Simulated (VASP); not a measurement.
# AlNi (rocksalt type) (Fm-3m) in VASP: further runs

Runs on AlNi (rocksalt type). Level: PBE. Tasks: single point, relaxation of cell and atoms.

Everything below comes from runs of VASP 6.6.1. Logs are shortened: lines on timing, memory, paths and dates and some standing lists are left out, and cuts for length are marked.

## (1) The cell of the first run

The structure is cubic, space group Fm-3m (No. 225). The conventional cell has a = 4.151 Å, b = 4.151 Å, c = 4.151 Å, α = 90.00°, β = 90.00°, γ = 90.00°. Ni (site symmetry m-3m) has 6 Al at 2.08 Å within 2.7 Å. Within 2.7 Å of Al (site symmetry m-3m) lie 6 Ni at 2.08 Å.

## (2) Single point, PBE

INCAR reads:

```
SYSTEM = AlNi
  PREC = Accurate
  ENCUT = 520
  EDIFF = 1E-6
  ISMEAR = -1
  SIGMA = 0.05
  LREAL = .False.
  LASPH = .True.
  NELM = 80
  ALGO = Normal
  ISIF = 2
  LWAVE = .False.
  LCHARG = .False.
  GGA = PE
  NBANDS = 14
```

KPOINTS reads:

```
Automatic mesh
0
Gamma
  16 16 16
  0 0 0
```

POSCAR reads:

```
AlNi
1.0
    0.0000000000      2.0754944185      2.0754944185
    2.0754944185      0.0000000000      2.0754944185
    2.0754944185      2.0754944185      0.0000000000
Ni Al
1 1
Direct
    0.0000000000      0.0000000000      0.0000000000
    0.5000000000      0.5000000000      0.5000000000
```

Potentials or basis: VASP PAW PBE potentials, release 64 (Ni, Al).

Started as:

```
> cat potpaw_PBE.64/Ni/POTCAR potpaw_PBE.64/Al/POTCAR > POTCAR
> mpirun -np 1 vasp_std > vasp.out
```

OUTCAR:

```text
SYSTEM = AlNi
   PREC = Accurate
   ENCUT = 520
   EDIFF = 1E-6
   ISMEAR = -1
   LREAL = .False.
   LASPH = .True.
   NELM = 80
   ISIF = 2
   GGA = PE

 ion  position               nearest neighbor table
   1  0.000  0.000  0.000-   2 2.08   2 2.08   2 2.08   2 2.08   2 2.08   2 2.08
   2  0.500  0.500  0.500-   1 2.08   1 2.08   1 2.08   1 2.08   1 2.08   1 2.08

  LATTYP: Found a face centered cubic cell.
 ALAT       =     4.1509888370

  Lattice vectors:

 A1 = (   0.0000000000,   2.0754944185,   2.0754944185)
 A2 = (   2.0754944185,   0.0000000000,   2.0754944185)
 A3 = (   2.0754944185,   2.0754944185,   0.0000000000)

Analysis of symmetry for initial positions (statically):
=====================================================================
 Subroutine PRICEL returns:
 Original cell was already a primitive cell.

 Routine SETGRP: Setting up the symmetry group for a
 face centered cubic supercell.

 Subroutine GETGRP returns: Found 48 space group operations
 (whereof 48 operations were pure point group operations)
 out of a pool of 48 trial point group operations.

The static configuration has the point symmetry O_h .

Analysis of symmetry for dynamics (positions and initial velocities):
=====================================================================
 Subroutine PRICEL returns:
 Original cell was already a primitive cell.

 Routine SETGRP: Setting up the symmetry group for a
 face centered cubic supercell.

 Subroutine GETGRP returns: Found 48 space group operations
 (whereof 48 operations were pure point group operations)
 out of a pool of 48 trial point group operations.

The dynamic configuration has the point symmetry O_h .

 Subroutine INISYM returns: Found 48 space group operations
 (whereof 48 operations are pure point group operations),
 and found     1 'primitive' translations

----------------------------------------------------------------------------------------

                                     Primitive cell

  volume of cell :      17.8811

  direct lattice vectors                    reciprocal lattice vectors
     0.000000000  2.075494418  2.075494418    -0.240906454  0.240906454  0.240906454
     2.075494418  0.000000000  2.075494418     0.240906454 -0.240906454  0.240906454
     2.075494418  2.075494418  0.000000000     0.240906454  0.240906454 -0.240906454

  length of vectors
     2.935192355  2.935192355  2.935192355     0.417262218  0.417262218  0.417262218

  position of ions in fractional coordinates (direct lattice)
     0.000000000  0.000000000  0.000000000
     0.500000000  0.500000000  0.500000000

  ion indices of the primitive-cell ions
   primitive index   ion index
                 1           1
                 2           2

----------------------------------------------------------------------------------------

 KPOINTS: Automatic mesh

Automatic generation of k-mesh.
 Grid dimensions read from file:
 generate k-points for:   16   16   16

 Generating k-lattice:

  Cartesian coordinates                     Fractional coordinates (reciprocal lattice)
    -0.015056653  0.015056653  0.015056653     0.062500000  0.000000000  0.000000000
     0.015056653 -0.015056653  0.015056653     0.000000000  0.062500000  0.000000000
     0.015056653  0.015056653 -0.015056653     0.000000000  0.000000000  0.062500000

  Length of vectors
     0.026078889  0.026078889  0.026078889

  Shift w.r.t. Gamma in fractional coordinates (k-lattice)
     0.000000000  0.000000000  0.000000000

 Subroutine IBZKPT returns following result:
 ===========================================

 Found    145 irreducible k-points:

 Following reciprocal coordinates:
            Coordinates               Weight
  0.000000  0.000000  0.000000      1.000000
  0.062500  0.000000  0.000000      8.000000
  0.125000  0.000000  0.000000      8.000000
  0.187500  0.000000  0.000000      8.000000
  0.250000  0.000000  0.000000      8.000000
  0.312500  0.000000  0.000000      8.000000
[... 16 lines left out ...]
 -0.125000  0.062500  0.000000     24.000000
 -0.062500  0.062500  0.000000     12.000000
 [... further k-points ...]
   k-points           NKPTS =    145   k-points in BZ     NKDIM =    145   number of bands    NBANDS=     14
   number of dos      NEDOS =    301   number of ions     NIONS =      2
   total plane-waves  NPLWV =  13824
   dimension x,y,z NGX =    24 NGY =   24 NGZ =   24
   dimension x,y,z NGXF=    48 NGYF=   48 NGZF=   48
   ions per type =               1   1
   NGX,Y,Z   is equivalent  to a cutoff of  13.59, 13.59, 13.59 a.u.
   NGXF,Y,Z  is equivalent  to a cutoff of  27.19, 27.19, 27.19 a.u.
 SYSTEM =  AlNi
   PREC   = accura    normal or accurate (medium, high low for compatibility)
   ISTART =      0    job   : 0-new  1-cont  2-samecut
   ICHARG =      2    charge: 1-file 2-atom 10-const
   ISPIN  =      1    spin polarized calculation?
   LNONCOLLINEAR =      F non collinear calculations
   LSORBIT =      F    spin-orbit coupling
   LASPH  =      T    aspherical Exc in radial PAW
   ENCUT  =  520.0 eV  38.22 Ry    6.18 a.u.   5.46  5.46  5.46*2*pi/ulx,y,z
   NELM   =     80;   NELMIN=  2; NELMDL= -5     # of ELM steps
   EDIFF  = 0.1E-05   stopping-criterion for ELM
   LREAL  =      F    real-space projection
[... 7 lines left out ...]
   TEBEG  =    0.0;   TEEND  =   0.0 temperature during run
   PSTRESS=    0.0 pullay stress
   NELECT =      13.0000    total number of electrons
   NUPDOWN=      -1.0000    fix difference up-down
   EMIN   =  10.00;   EMAX   =-10.00  energy-range for DOS
   EFERMI =   0.00;   METHOD = LEGACY
   ISMEAR =    -1;   SIGMA  =   0.05  broadening in eV -4-tet -1-fermi 0-gaus
   EFERMI_NEDOS =   21; number of points for ismear=-14 and -15
   IALGO  =     38    algorithm
   IMIX   =      4    mixing-type and parameters
     AMIX     =   0.40;   BMIX     =  1.00
     AMIX_MAG =   1.60;   BMIX_MAG =  1.00
  volume/ion in A,a.u.               =       8.94        60.33
  Fermi-wavevector in a.u.,A,eV,Ry     =   1.472056  2.781783 29.483136  2.166949
  Thomas-Fermi vector in A             =   2.587117
   LORBIT       =      0    0 simple, 1 ext, 2 COOP (PROOUT), +10 PAW based schemes
   GGA     = PE    functional components
   LHFCALC =     F    Hartree Fock is set to
   AEXX    =    0.0000 exact exchange contribution
   IVDW    =     0    specifies the selected vdW correction
   LEPSILON=     F    determine dielectric tensor
   LRPA    =     F    only Hartree local field effects (RPA)
 non-spin polarized calculation
  energy-cutoff  :      520.00
  volume of cell :       17.88
 maximum number of plane-waves:       531
 NGX is ok and might be reduce to    24
   NGX = 11   NGY = 11   NGZ = 11

 number of electron      12.9999994 magnetization

 Free energy of the ion-electron system (eV)
  ---------------------------------------------------
  ext. energy  EPLUGINS =         0.00000000
  ---------------------------------------------------
  free energy    TOTEN  =        -6.15618766 eV

  energy without entropy =       -6.15025891  energy(sigma->0) =       -6.15322328

 E-fermi :  14.8144     XC(G=0): -13.4514

 val. band max:       14.7963953786   @ k =   0.4375   0.1250   0.0625
 cond. band min:      14.8250227194   @ k =  -0.4375   0.3750   0.1250
 fundamental gap:      0.0286273407
 Fermi energy:        14.8143531191

 k-point     1 :       0.0000    0.0000    0.0000
  band No.  band energies     occupation
      1       1.1624      2.00000
      2      10.5225      2.00000
      3      10.5225      2.00000
      4      10.5225      2.00000
      5      10.8264      2.00000
      6      10.8264      2.00000
      7      24.9464      0.00000
      8      24.9464      0.00000
      9      24.9464      0.00000
     10      27.0681      0.00000
     11      27.5034      0.00000
     12      27.5034      0.00000
     13      27.5034      0.00000
     14      33.8843      0.00000

 k-point     2 :       0.0625    0.0000    0.0000
  band No.  band energies     occupation
      1       1.2686      2.00000
      2      10.4719      2.00000
      3      10.5505      2.00000
      4      10.5505      2.00000
      5      10.8194      2.00000
      6      10.8194      2.00000
      7      23.8872      0.00000
      8      24.7953      0.00000
      9      24.7953      0.00000
     10      26.4673      0.00000
     11      27.7652      0.00000
     12      27.7652      0.00000
     13      29.1245      0.00000
     14      32.7214      0.00000

 k-point     3 :       0.1250    0.0000    0.0000
  band No.  band energies     occupation
      1       1.5846      2.00000
      2      10.3251      2.00000
      3      10.5854      2.00000
      4      10.5854      2.00000
      5      10.8476      2.00000
      6      10.8476      2.00000
      7      21.8995      0.00000
      8      24.4570      0.00000
      9      24.4570      0.00000
     10      26.3667      0.00000
     11      28.3860      0.00000
     12      28.3860      0.00000
     13      30.9412      0.00000
     14      31.2731      0.00000

 k-point     4 :       0.1875    0.0000    0.0000
  band No.  band energies     occupation
      1       2.1031      2.00000
      2      10.0937      2.00000
      3      10.5353      2.00000
      4      10.5353      2.00000
      5      11.0026      2.00000
      6      11.0026      2.00000
      7      19.8360      0.00000
      8      24.0659      0.00000
      9      24.0659      0.00000
     10      26.3419      0.00000
     11      28.8242      0.00000
     12      28.8242      0.00000
     13      30.4442      0.00000
     14      30.4442      0.00000

 k-point     5 :       0.2500    0.0000    0.0000
  band No.  band energies     occupation
      1       2.8104      2.00000
      2       9.7838      2.00000
      3      10.4354      2.00000
      4      10.4354      2.00000
      5      11.2434      2.00000
      6      11.2434      2.00000
      7      17.8811      0.00000
      8      23.6676      0.00000
      9      23.6676      0.00000
     10      26.2787      0.00000
     11      28.2123      0.00000
[... 276 lines left out ...]
 k-point    22 :      -0.1875    0.0625    0.0000
  band No.  band energies     occupation
      1       2.4094      2.00000
      2       9.9748      2.00000
      3      10.4748      2.00000
      4      10.5287      2.00000
      5      10.9846      2.00000
      6      11.2004      2.00000
      7      19.2124      0.00000
      8      22.3016      0.00000
      9      25.1903      0.00000
     10      26.6781      0.00000
     11      27.9270      0.00000
     12      28.7998      0.00000
     13      29.2359      0.00000
     14      31.7235      0.00000

 k-point    23 :      -0.1250    0.0625    0.0000
  band No.  band energies     occupation
      1       1.8280      2.00000
      2      10.2212      2.00000
      3      10.5552      2.00000
      4      10.6279      2.00000
      5      10.7882      2.00000
      6      10.9881      2.00000
      7      21.2512      0.00000
      8      22.7542      0.00000
      9      25.4259      0.00000
     10      26.6087      0.00000
     11      28.0031      0.00000
     12      28.9502      0.00000
     13      29.5137      0.00000
     14      31.6845      0.00000

 k-point    24 :      -0.0625    0.0625    0.0000
  band No.  band energies     occupation
      1       1.4446      2.00000
      2      10.3901      2.00000
      3      10.5733      2.00000
      4      10.6027      2.00000
      5      10.7661      2.00000
      6      10.8671      2.00000
      7      23.2619      0.00000
      8      23.3148      0.00000
      9      25.2989      0.00000
     10      26.4381      0.00000
     11      27.6134      0.00000
     12      28.5850      0.00000
     13      30.3429      0.00000
     14      31.0220      0.00000

 [... further k-points ...]
[... 5 lines left out ...]
  --------------------------------------------------------------------------------------
  -------------------------------------------------------------------------------------
  Total       15.6910862     15.6910862     15.6910862     -0.0000000     -0.0000000      0.0000000
  in kB     1405.9467896   1405.9467896   1405.9467896     -0.0000000     -0.0000000      0.0000000
  external PRESSURE =    1405.9467896 kB  Pullay stress =       0.0000000 kB

 VOLUME and BASIS-vectors are now :
 -----------------------------------------------------------------------------
  energy-cutoff  :      520.00
  volume of cell :       17.88
      direct lattice vectors                 reciprocal lattice vectors
     0.000000000  2.075494418  2.075494418    -0.240906454  0.240906454  0.240906454
     2.075494418  0.000000000  2.075494418     0.240906454 -0.240906454  0.240906454
     2.075494418  2.075494418  0.000000000     0.240906454  0.240906454 -0.240906454

 POSITION                                       TOTAL-FORCE (eV/Angst)
 -----------------------------------------------------------------------------------
      0.00000      0.00000      0.00000        -0.000000     -0.000000      0.000000
      2.07549      2.07549      2.07549         0.000000      0.000000     -0.000000
 -----------------------------------------------------------------------------------
    total drift:                                0.000000     -0.000000     -0.000000

  FREE ENERGIE OF THE ION-ELECTRON SYSTEM (eV)
  ---------------------------------------------------
  free  energy   TOTEN  =        -6.1561876567 eV

  energy  without entropy=       -6.1502589070  energy(sigma->0) =       -6.15322328
```

It took 75 s on 1 thread of AMD EPYC 7R13, shared host; peak memory 0.14 GiB.

What came out:

```yaml
Free_energy: -6.1562 eV
Pressure: 140.6 GPa
```

Levels at points of the mesh, in eV from the Fermi level:
```
           k point  band 2  band 3  band 4  band 5  band 6  band 7  band 8  band 9  band 10  band 11
(0.00, 0.00, 0.00)   -4.29   -4.29   -4.29   -3.99   -3.99   10.13   10.13   10.13    12.25    12.69
(0.50, 0.00, 0.00)   -7.23   -4.66   -4.66   -2.81   -2.81   -1.27    7.76    7.76    11.05    11.60
(0.50, 0.50, 0.00)   -5.96   -5.79   -3.36   -2.52   -2.52   -0.24    2.09    2.09     7.49    10.10
```

Spin polarisation is off, so any magnetic state and its effect on volume and gap are missing.

## (3) Single point, PBE

This run uses another cell than the first one, of 14.34 Å³/atom, 1.604 times its volume.

INCAR reads:

```
SYSTEM = AlNi
PREC = Accurate
ENCUT = 520
EDIFF = 1E-7
ISMEAR = -1
SIGMA = 0.05
LREAL = .FALSE.
LASPH = .TRUE.
NELM = 60
ALGO = Normal
ISIF = 2
LWAVE = .FALSE.
LCHARG = .FALSE.
GGA = PE
NBANDS = 14
```

KPOINTS reads:

```
regular mesh
0
G
  14 14 14
  0 0 0
```

POSCAR reads:

```
AlNi
1.0
    0.0000000000      2.4293431206      2.4293431206
    2.4293431206      0.0000000000      2.4293431206
    2.4293431206      2.4293431206      0.0000000000
Ni Al
1 1
Direct
    0.0000000000      0.0000000000      0.0000000000
    0.5000000000      0.5000000000      0.5000000000
```

Potentials or basis: VASP PAW PBE potentials, release 64 (Ni, Al).

Started as:

```
> cat potpaw_PBE.64/Ni/POTCAR potpaw_PBE.64/Al/POTCAR > POTCAR
> mpirun -np 1 vasp_std > vasp.out
```

It took 85 s on 1 thread of AMD EPYC 7R13, shared host; peak memory 0.16 GiB.

The run converged. Its results:

```
Free energy : -9.2979 eV
Pressure    : 0.0 GPa
```

Levels at points of the mesh, in eV from the Fermi level:
```tsv
k point	band 4	band 5	band 6	band 7	band 8	band 9
(0.00, 0.00, 0.00)	-2.03	-1.97	-1.97	6.68	6.68	6.68
(0.50, 0.00, 0.00)	-2.46	-1.38	-1.38	-0.77	6.66	6.66
(0.50, 0.50, 0.00)	-1.68	-1.23	-1.23	-0.25	1.70	1.70
```

Spin polarisation is off, so any magnetic state and its effect on volume and gap are missing.

## (4) Relaxation of cell and atoms, PBE, target pressure 140 GPa, at which the enthalpy is minimised

This run uses another cell than the first one, of 8.89 Å³/atom, 0.994 times its volume.

INCAR reads:

```
PREC = Accurate
ENCUT = 600
EDIFF = 1E-6
ISMEAR = -1
SIGMA = 0.05
LREAL = F
LASPH = T
NELM = 100
ALGO = Normal
ISIF = 3
LWAVE = F
LCHARG = F
GGA = PE
IBRION = 2
NSW = 60
EDIFFG = -0.005
PSTRESS = 1400.0
```

KPOINTS reads:

```
regular mesh
0
Gamma
  16 16 16
```

POSCAR reads:

```
AlNi
1.0
    0.0000000000      2.0715054906      2.0715054906
    2.0715054906      0.0000000000      2.0715054906
    2.0715054906      2.0715054906      0.0000000000
Ni Al
1 1
Direct
    0.0000000000      0.0000000000      0.0000000000
    0.5000000000      0.5000000000      0.5000000000
```

Started as:

```
> cat potpaw_PBE.64/Ni/POTCAR potpaw_PBE.64/Al/POTCAR > POTCAR
> mpirun -np 1 vasp_std > vasp.out
```

Wall time 46 s (1 thread of Intel Xeon Platinum 8488C (Sapphire Rapids), shared host); peak memory 0.17 GiB.

The run converged. Its results:

| Quantity | Value |
| --- | --- |
| Free energy | -6.1724 eV |
| Relaxed volume | 8.95 Å³/atom |
| Relaxed cell | a = 2.936 Å, b = 2.936 Å, c = 2.936 Å, α = 60.00°, β = 60.00°, γ = 60.00° |
| Space group after relaxing (to 0.05 Å) | Fm-3m (No. 225) |
| Energy change on relaxing (the enthalpy is what falls) | -53.7 meV/atom |
| Ionic steps | 3 |
| Pressure after relaxing | 140.0 GPa |

Step by step:
```csv
step,energy change (eV),largest force (eV/Å),pressure (GPa),volume (Å³)
1,0.0000,0.0000,143.99,17.78
2,-0.4835,0.0000,125.77,18.35
3,-0.1073,0.0000,139.98,17.90
```

Final structure:
```yaml
crystal:
  lattice:
    - [0.00000, 2.07620, 2.07620]
    - [2.07620, 0.00000, 2.07620]
    - [2.07620, 2.07620, 0.00000]
  atoms:
    - { symbol: Ni, position: [0.00000, 0.00000, 0.00000] }
    - { symbol: Al, position: [0.50000, 0.50000, 0.50000] }
```

Levels at points of the mesh, in eV from the Fermi level:
```csv
k point,band 4,band 5,band 6,band 7,band 8,band 9
"(0.00, 0.00, 0.00)",-4.29,-3.98,-3.98,10.12,10.12,10.12
"(0.50, 0.00, 0.00)",-4.65,-2.81,-2.81,-1.27,7.76,7.76
"(0.50, 0.50, 0.00)",-3.36,-2.51,-2.51,-0.24,2.09,2.09
```

Caveat: the cell is relaxed towards a set pressure, so the enthalpy falls and the energy may rise. Spin polarisation is off, so any magnetic state and its effect on volume and gap are missing.

## (5) Overview

```csv
task,cell,k mesh,cutoff (eV),gap on the mesh (eV),pressure (GPa)
single point,"a = 2.935 Å, angles 60.0°, 2 atoms",16 × 16 × 16,520,none,140.6
single point,"a = 3.436 Å, angles 60.0°, 2 atoms",14 × 14 × 14,520,none,0.0
relaxation of cell and atoms,"relaxed to 140 GPa from a = 2.930 Å, angles 60.0°, 2 atoms",16 × 16 × 16,600,none,140.0
```

Alike in all rows: level PBE; potentials or basis VASP PAW PBE potentials, release 64 (Ni, Al); no spin polarisation; smearing fermi-dirac 0.05 eV.

Caveats: the cell is relaxed towards a set pressure, so the enthalpy falls and the energy may rise (some runs).

Total energies depend on the potentials used, so only differences within one code and one set of settings carry meaning.
